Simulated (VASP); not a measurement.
# MgS: single point with r2SCAN+rVV10

Crystal: MgS.

```xyz
2
Lattice="0.0000 2.6016 2.6016 2.6016 0.0000 2.6016 2.6016 2.6016 0.0000" Properties=species:S:1:pos:R:3 pbc="T T T"
S     2.6016    2.6016    2.6016
Mg    0.0000    0.0000    0.0000
```

```yaml
Program: VASP 6.6.1
Task: single point
Functional: r2SCAN
Dispersion: rVV10
Potentials_or_basis: VASP PAW PBE potentials, release 64 (S, Mg)
Cutoff: 520 eV
k_mesh: 9 × 9 × 9
Occupations: fermi-dirac, width 0.1 eV
Spin: no spin polarisation
Dipole_correction: no
Further_INCAR_settings: ALGO = Normal; EDIFF = 1e-06; NBANDS = 11
```

* Pressure: -1.1 GPa
* Band gap on the k mesh: 3.54 eV (least direct gap 4.58 eV)

Levels at points of the mesh, in eV from the valence-band top:
| k point | band 1 | band 2 | band 3 | band 4 | band 5 | band 6 | band 7 | band 8 | band 9 |
| --- | --- | --- | --- | --- | --- | --- | --- | --- | --- |
| (0.00, 0.00, 0.00) | -13.19 | 0.00 | 0.00 | 0.00 | 4.58 | 8.50 | 8.50 | 8.50 | 10.93 |

It took 56 s on 1 thread of AMD EPYC 9R45 (Zen 5) (shared host), peak memory 0.23 GiB.

Caveat: the PAW data sets were made with another functional, which shifts forces and pressure a little; an odd mesh through Γ misses points on the zone boundary, where band edges can lie. r2SCAN opens gaps a little over a GGA but as a rule still falls short of measured ones.
